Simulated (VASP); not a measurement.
# SiNi (P2_13) in VASP: notebook, part 2 of 2

VASP 6.6.1. The steps go on from the part before.

## Step 3: Single point, PBEsol+U, collinear spin, ferromagnetic start

INCAR

```
ALGO     = Normal         # electronic algorithm
EDIFF    = 1E-6           # SCF threshold, eV
ENCUT    = 520            # plane-wave cutoff, eV
GGA      = PS             # functional
ISIF     = 2              # what is computed and relaxed
ISMEAR   = -1             # smearing method
ISPIN    = 2              # spin polarisation
LASPH    = True           # aspherical terms in the spheres
LCHARG   = False          # write CHGCAR
LDAU     = True           # DFT+U
LDAUJ    = 0 0          
LDAUL    = 2 -1           # shell
LDAUPRINT= 1            
LDAUTYPE = 2            
LDAUU    = 2 0            # U, eV
LMAXMIX  = 4              # l up to which the mixer works
LORBIT   = 11             # projections on sites
LREAL    = False          # projectors in reciprocal space
LWAVE    = False          # write WAVECAR
MAGMOM   = 1 1 1 1 0 0 0 0 # initial moments
NBANDS   = 42             # bands
NELM     = 150            # most SCF steps
PREC     = Accurate       # precision mode
SIGMA    = 0.05           # smearing width, eV
```

KPOINTS

```
k-points
0
Gamma
  6 6 6
```

POSCAR

```
SiNi
1.0
    4.5036940000      0.0000000000      0.0000000000
    0.0000000000      4.5036940000      0.0000000000
    0.0000000000      0.0000000000      4.5036940000
Ni Si
4 4
Direct
    0.1495040000      0.1495040000      0.1495040000
    0.6495040000      0.3504960000      0.8504960000
    0.8504960000      0.6495040000      0.3504960000
    0.3504960000      0.8504960000      0.6495040000
    0.8468300000      0.8468300000      0.8468300000
    0.3468300000      0.6531700000      0.1531700000
    0.1531700000      0.3468300000      0.6531700000
    0.6531700000      0.1531700000      0.3468300000
```

Potentials or basis: VASP PAW PBE potentials, release 64 (Ni, Si).

Run with:

```console
cat potpaw_PBE.64/Ni/POTCAR potpaw_PBE.64/Si/POTCAR > POTCAR
mpirun -np 1 vasp_std > vasp.out
```

OUTCAR:

```text
EDIFF = 1E-6
   ENCUT = 520
   GGA = PS
   ISIF = 2
   ISMEAR = -1
   ISPIN = 2
   LASPH = True
   LORBIT = 11
   LREAL = False
   NELM = 150
   PREC = Accurate

 ion  position               nearest neighbor table
   1  0.150  0.150  0.150-   5 2.36   6 2.41   7 2.41   8 2.41   6 2.44   7 2.44   8 2.44   2 2.78
                             4 2.78   4 2.78   2 2.78   3 2.78   3 2.78
   2  0.650  0.350  0.850-   6 2.36   5 2.41   7 2.41   8 2.41   7 2.44   8 2.44   5 2.44   3 2.78
                             1 2.78   3 2.78   1 2.78   4 2.78   4 2.78
   3  0.850  0.650  0.350-   7 2.36   6 2.41   5 2.41   8 2.41   8 2.44   5 2.44   6 2.44   2 2.78
                             2 2.78   4 2.78   4 2.78   1 2.78   1 2.78
   4  0.350  0.850  0.650-   8 2.36   6 2.41   7 2.41   5 2.41   6 2.44   7 2.44   5 2.44   1 2.78
                             1 2.78   3 2.78   3 2.78   2 2.78   2 2.78
   5  0.847  0.847  0.847-   1 2.36   2 2.41   3 2.41   4 2.41   2 2.44   3 2.44   4 2.44   6 2.78
                             7 2.78   8 2.78   8 2.78   7 2.78   6 2.78
   6  0.347  0.653  0.153-   2 2.36   1 2.41   3 2.41   4 2.41   3 2.44   4 2.44   1 2.44   8 2.78
                             5 2.78   7 2.78   7 2.78   8 2.78   5 2.78
   7  0.153  0.347  0.653-   3 2.36   2 2.41   1 2.41   4 2.41   4 2.44   1 2.44   2 2.44   8 2.78
[... 2442 lines left out ...]
  energy-cutoff  :      520.00
  volume of cell :       91.35
      direct lattice vectors                 reciprocal lattice vectors
     4.503694000  0.000000000  0.000000000     0.222039952  0.000000000  0.000000000
     0.000000000  4.503694000  0.000000000     0.000000000  0.222039952  0.000000000
     0.000000000  0.000000000  4.503694000     0.000000000  0.000000000  0.222039952

 POSITION                                       TOTAL-FORCE (eV/Angst)
 -----------------------------------------------------------------------------------
      0.67332      0.67332      0.67332        -0.054369     -0.054369     -0.054369
      2.92517      1.57853      3.83037        -0.054369      0.054369      0.054369
      3.83037      2.92517      1.57853         0.054369     -0.054369      0.054369
      1.57853      3.83037      2.92517         0.054369      0.054369     -0.054369
      3.81386      3.81386      3.81386        -0.025233     -0.025233     -0.025233
      1.56202      2.94168      0.68983        -0.025233      0.025233      0.025233
      0.68983      1.56202      2.94168         0.025233     -0.025233      0.025233
      2.94168      0.68983      1.56202         0.025233      0.025233     -0.025233
 -----------------------------------------------------------------------------------
    total drift:                                0.000000      0.000000     -0.000000

  FREE ENERGIE OF THE ION-ELECTRON SYSTEM (eV)
  ---------------------------------------------------
  free  energy   TOTEN  =       -46.6908250483 eV

  energy  without entropy=      -46.6694196858  energy(sigma->0) =      -46.68012237

 total charge

# of ion       s       p       d       tot
------------------------------------------
    1        0.449   0.592   8.597   9.637
    2        0.449   0.592   8.597   9.637
    3        0.449   0.592   8.597   9.637
    4        0.449   0.592   8.597   9.637
    5        0.739   0.835   0.000   1.573
    6        0.739   0.835   0.000   1.573
    7        0.739   0.835   0.000   1.573
    8        0.739   0.835   0.000   1.573
--------------------------------------------------
tot          4.751   5.705  34.387  44.842

 magnetization (x)

# of ion       s       p       d       tot
------------------------------------------
    1       -0.000  -0.000   0.000   0.000
    2       -0.000  -0.000   0.000   0.000
    3       -0.000  -0.000   0.000   0.000
    4       -0.000  -0.000   0.000   0.000
    5       -0.000  -0.000   0.000  -0.000
    6       -0.000  -0.000   0.000  -0.000
    7       -0.000  -0.000   0.000  -0.000
    8       -0.000  -0.000   0.000  -0.000
--------------------------------------------------
tot         -0.000  -0.000   0.000   0.000
```

stdout:

```text
POSCAR found type information on POSCAR NiSi
 POSCAR found :  2 types and       8 ions
 scaLAPACK will be used
 -----------------------------------------------------------------------------
|                                                                             |
|                                                                             |
|     You enforced a specific xc type in the INCAR file but a different       |
|     I HOPE YOU KNOW WHAT YOU ARE DOING!                                     |
|                                                                             |
 -----------------------------------------------------------------------------

 LDA part: xc-table for (Slater+PW92), standard interpolation
 POSCAR, INCAR and KPOINTS ok, starting setup
 FFT: planning ... GRIDC
 FFT: planning ... GRID_SOFT
 FFT: planning ... GRID
 WAVECAR not read
 entering main loop
```

Run time: 2.2 min. Hardware: 1 thread of Intel Xeon Platinum 8375C at 2.90GHz (Ice Lake), shared host; peak memory 0.31 GiB.

What came out:

```yaml
Free_energy: -46.6908 eV
Pressure: -7.8 GPa
Largest_force: 0.094 eV/Å
Band_gap_on_the_k_mesh: zero (filled and empty bands overlap)
Net_moment: 0.00 μB per cell
Valence_electrons_inside_the_program's_atomic_spheres: Ni 9.64; Si 1.57
```

Forces on the atoms (eV/Å):
```
Ni  -0.054 -0.054 -0.054
Ni  -0.054  0.054  0.054
Ni   0.054 -0.054  0.054
Ni   0.054  0.054 -0.054
Si  -0.025 -0.025 -0.025
Si  -0.025  0.025  0.025
Si   0.025 -0.025  0.025
Si   0.025  0.025 -0.025
```

Eigenvalues of the final occupation matrices:
| site | spin | trace | eigenvalues |
| --- | --- | --- | --- |
| site 1 d | 1 | 4.32 | 0.85 0.85 0.85 0.88 0.88 |
| site 1 d | 2 | 4.32 | 0.85 0.85 0.85 0.88 0.88 |
| site 2 d | 1 | 4.32 | 0.85 0.85 0.85 0.88 0.88 |
| site 2 d | 2 | 4.32 | 0.85 0.85 0.85 0.88 0.88 |
| site 3 d | 1 | 4.32 | 0.85 0.85 0.85 0.88 0.88 |
| site 3 d | 2 | 4.32 | 0.85 0.85 0.85 0.88 0.88 |
| site 4 d | 1 | 4.32 | 0.85 0.85 0.85 0.88 0.88 |
| site 4 d | 2 | 4.32 | 0.85 0.85 0.85 0.88 0.88 |

Caveat: the PAW data sets were made with another functional, which shifts forces and pressure a little; the U is typed as a test and isn't derived for this compound.

## Step 4: Single point, PBEsol+U, collinear spin, ferromagnetic start

INCAR

```
ALGO = Normal
EDIFF = 1E-6
ENCUT = 520
GGA = PS
ISIF = 2
ISMEAR = -1
ISPIN = 2
LASPH = T
LCHARG = F
LDAU = T
LDAUJ = 0 0
LDAUL = 2 -1
LDAUPRINT = 1
LDAUTYPE = 2
LDAUU = 3 0
LMAXMIX = 4
LORBIT = 11
LREAL = F
LWAVE = F
MAGMOM = 1 1 1 1 0 0 0 0
NBANDS = 42
NELM = 150
PREC = Accurate
SIGMA = 0.05
```

KPOINTS is that of step 3.

POSCAR is that of step 3.

Run with:

```console
cat potpaw_PBE.64/Ni/POTCAR potpaw_PBE.64/Si/POTCAR > POTCAR
mpirun -np 1 vasp_std > vasp.out
```

Wall time 2.1 min (1 thread of Intel Xeon Platinum 8375C at 2.90GHz (Ice Lake), shared host); peak memory 0.31 GiB.

The run converged. Its results:

| Property | Result |
| --- | --- |
| Free energy | -44.3726 eV |
| Pressure | -9.6 GPa |
| Largest force | 0.121 eV/Å |
| Band gap on the k mesh | zero (filled and empty bands overlap) |
| Net moment | 0.00 μB per cell |
| Valence electrons inside the program's atomic spheres | Ni 9.68; Si 1.57 |

Forces on the atoms (eV/Å):
```
Ni  -0.070 -0.070 -0.070
Ni  -0.070  0.070  0.070
Ni   0.070 -0.070  0.070
Ni   0.070  0.070 -0.070
Si  -0.027 -0.027 -0.027
Si  -0.027  0.027  0.027
Si   0.027 -0.027  0.027
Si   0.027  0.027 -0.027
```

Levels at points of the mesh, in eV from the Fermi level:
Spin up:
| k point | band 26 | band 27 | band 28 | band 29 | band 30 | band 31 |
| --- | --- | --- | --- | --- | --- | --- |
| (0.00, 0.00, 0.00) | -1.70 | -1.70 | 1.06 | 1.06 | 1.06 | 1.49 |
| (0.50, 0.00, 0.00) | -2.04 | -0.63 | -0.63 | -0.21 | -0.21 | 2.91 |
| (0.50, 0.50, 0.00) | -1.52 | -1.04 | -1.04 | 0.38 | 0.38 | 0.98 |
| (0.50, 0.50, 0.50) | -1.94 | -1.94 | -1.94 | 4.38 | 4.38 | 4.38 |
Spin down:
```csv
k point,band 24,band 25,band 26,band 27,band 28,band 29,band 30,band 31,band 32,band 33
"(0.00, 0.00, 0.00)",-2.40,-1.70,-1.70,-1.70,1.06,1.06,1.06,1.49,1.49,2.16
"(0.50, 0.00, 0.00)",-2.30,-2.04,-2.04,-0.63,-0.63,-0.21,-0.21,2.91,2.91,3.09
"(0.50, 0.50, 0.00)",-2.55,-1.52,-1.52,-1.04,-1.04,0.38,0.38,0.98,0.98,4.16
"(0.50, 0.50, 0.50)",-2.77,-1.94,-1.94,-1.94,-1.94,4.38,4.38,4.38,4.38,4.70
```

Eigenvalues of the final occupation matrices:
```tsv
site	spin	trace	eigenvalues
site 1 d	1	4.34	0.85 0.85 0.85 0.89 0.89
site 1 d	2	4.34	0.85 0.85 0.85 0.89 0.89
site 2 d	1	4.34	0.85 0.85 0.85 0.89 0.89
site 2 d	2	4.34	0.85 0.85 0.85 0.89 0.89
site 3 d	1	4.34	0.85 0.85 0.85 0.89 0.89
site 3 d	2	4.34	0.85 0.85 0.85 0.89 0.89
site 4 d	1	4.34	0.85 0.85 0.85 0.89 0.89
site 4 d	2	4.34	0.85 0.85 0.85 0.89 0.89
```

Caveat: the PAW data sets were made with another functional, which shifts forces and pressure a little; the U is typed as a test and isn't derived for this compound. The state reached can hang on the start; a lower one may exist.

## Step 5: Single point, PBEsol+U, collinear spin, ferromagnetic start

INCAR

```
SYSTEM = SiNi
  PREC = Accurate
  ENCUT = 520
  EDIFF = 1E-7
  ISMEAR = -1
  SIGMA = 0.05
  LREAL = .False.
  LASPH = .True.
  NELM = 150
  ALGO = Normal
  ISIF = 2
  LWAVE = .False.
  LCHARG = .False.
  ISPIN = 2
  MAGMOM = 1 1 1 1 0 0 0 0
  LORBIT = 11
  LMAXMIX = 4
  LDAU = .True.
  LDAUTYPE = 2
  LDAUL = 2 -1
  LDAUU = 8 0
  LDAUJ = 0 0
  LDAUPRINT = 1
  GGA = PS
  NBANDS = 42
```

KPOINTS

```
regular mesh
0
Gamma
  6 6 6
  0 0 0
```

POSCAR is that of step 4.

Potentials or basis: VASP PAW PBE potentials, release 64 (Ni, Si).

Run with:

```console
cat potpaw_PBE.64/Ni/POTCAR potpaw_PBE.64/Si/POTCAR > POTCAR
mpirun -np 1 vasp_std > vasp.out
```

OUTCAR:

```text
SYSTEM = SiNi
   PREC = Accurate
   ENCUT = 520
   EDIFF = 1E-7
   ISMEAR = -1
   LREAL = .False.
   LASPH = .True.
   NELM = 150
   ISIF = 2
   ISPIN = 2
   LORBIT = 11
   GGA = PS

 ion  position               nearest neighbor table
   1  0.150  0.150  0.150-   5 2.36   6 2.41   7 2.41   8 2.41   6 2.44   7 2.44   8 2.44   2 2.78
                             4 2.78   4 2.78   2 2.78   3 2.78   3 2.78
   2  0.650  0.350  0.850-   6 2.36   5 2.41   7 2.41   8 2.41   7 2.44   8 2.44   5 2.44   3 2.78
                             1 2.78   3 2.78   1 2.78   4 2.78   4 2.78
   3  0.850  0.650  0.350-   7 2.36   6 2.41   5 2.41   8 2.41   8 2.44   5 2.44   6 2.44   2 2.78
                             2 2.78   4 2.78   4 2.78   1 2.78   1 2.78
   4  0.350  0.850  0.650-   8 2.36   6 2.41   7 2.41   5 2.41   6 2.44   7 2.44   5 2.44   1 2.78
                             1 2.78   3 2.78   3 2.78   2 2.78   2 2.78
   5  0.847  0.847  0.847-   1 2.36   2 2.41   3 2.41   4 2.41   2 2.44   3 2.44   4 2.44   6 2.78
                             7 2.78   8 2.78   8 2.78   7 2.78   6 2.78
   6  0.347  0.653  0.153-   2 2.36   1 2.41   3 2.41   4 2.41   3 2.44   4 2.44   1 2.44   8 2.78
[... 2462 lines left out ...]
    total drift:                                0.000000      0.000000     -0.000000

  FREE ENERGIE OF THE ION-ELECTRON SYSTEM (eV)
  ---------------------------------------------------
  free  energy   TOTEN  =       -34.1440427370 eV

  energy  without entropy=      -34.1276538119  energy(sigma->0) =      -34.13584827

 total charge

# of ion       s       p       d       tot
------------------------------------------
    1        0.419   0.540   8.961   9.920
    2        0.419   0.540   8.961   9.920
    3        0.419   0.540   8.961   9.920
    4        0.419   0.540   8.961   9.920
    5        0.742   0.803   0.000   1.545
    6        0.742   0.803   0.000   1.545
    7        0.742   0.803   0.000   1.545
    8        0.742   0.803   0.000   1.545
--------------------------------------------------
tot          4.643   5.372  35.843  45.858

 magnetization (x)

# of ion       s       p       d       tot
------------------------------------------
    1        0.000  -0.000   0.000   0.000
    2        0.000  -0.000   0.000   0.000
    3        0.000  -0.000   0.000   0.000
    4        0.000  -0.000   0.000   0.000
    5        0.000  -0.000   0.000   0.000
    6        0.000  -0.000   0.000   0.000
    7        0.000  -0.000   0.000   0.000
    8        0.000  -0.000   0.000   0.000
--------------------------------------------------
tot          0.000  -0.000   0.000   0.000
```

stdout:

```text
POSCAR found type information on POSCAR NiSi
 POSCAR found :  2 types and       8 ions
 scaLAPACK will be used
 -----------------------------------------------------------------------------
|                                                                             |
|                                                                             |
|     You enforced a specific xc type in the INCAR file but a different       |
|     I HOPE YOU KNOW WHAT YOU ARE DOING!                                     |
|                                                                             |
 -----------------------------------------------------------------------------

 LDA part: xc-table for (Slater+PW92), standard interpolation
 POSCAR, INCAR and KPOINTS ok, starting setup
 FFT: planning ... GRIDC
 FFT: planning ... GRID_SOFT
 FFT: planning ... GRID
 WAVECAR not read
 entering main loop
```

Run time: 4 min. Hardware: 1 thread of AMD EPYC 7R13 (Zen 3), shared host; peak memory 0.28 GiB.

Results:

```
Free energy                                           : -34.1440 eV
Pressure                                              : -19.2 GPa
Largest force                                         : 0.246 eV/Å
Band gap on the k mesh                                : zero (filled and empty bands overlap)
Net moment                                            : 0.00 μB per cell
Valence electrons inside the program's atomic spheres : Ni 9.92; Si 1.54
```

Forces in eV/Å, atoms in the order of the input:
```
Ni  -0.142 -0.142 -0.142
Ni  -0.142  0.142  0.142
Ni   0.142 -0.142  0.142
Ni   0.142  0.142 -0.142
Si  -0.037 -0.037 -0.037
Si  -0.037  0.037  0.037
Si   0.037 -0.037  0.037
Si   0.037  0.037 -0.037
```

Eigenvalues of the final occupation matrices:
```
    site  spin  trace               eigenvalues
site 1 d     1   4.50  0.89 0.89 0.89 0.92 0.92
site 1 d     2   4.50  0.89 0.89 0.89 0.92 0.92
site 2 d     1   4.50  0.89 0.89 0.89 0.92 0.92
site 2 d     2   4.50  0.89 0.89 0.89 0.92 0.92
site 3 d     1   4.50  0.89 0.89 0.89 0.92 0.92
site 3 d     2   4.50  0.89 0.89 0.89 0.92 0.92
site 4 d     1   4.50  0.89 0.89 0.89 0.92 0.92
site 4 d     2   4.50  0.89 0.89 0.89 0.92 0.92
```

Caveat: the PAW data sets were made with another functional, which shifts forces and pressure a little; the U is typed as a test and isn't derived for this compound.

## Step 6: Summary

```tsv
U	gap on the mesh (eV)	pressure (GPa)	moment (μB)	largest force (eV/Å)
Ni d U = 1.0 eV	none	-6.1	0.00	0.07
Ni d U = 2.0 eV	none	-7.8	0.00	0.09
Ni d U = 3.0 eV	none	-9.6	0.00	0.12
Ni d U = 8.0 eV	none	-19.2	0.00	0.25
```

Alike in all rows: task single point; level PBEsol+U; potentials or basis VASP PAW PBE potentials, release 64 (Ni, Si); spin collinear, ferromagnetic start; cell as given; k mesh 6 × 6 × 6; cutoff (eV) 520; smearing fermi-dirac 0.05 eV.

Every run on the cell as given and a fine mesh finds a metal.

Caveats: the PAW data sets were made with another functional, which shifts forces and pressure a little; the U is typed as a test and isn't derived for this compound.

Absolute energies hang on the potentials; compare differences alone.
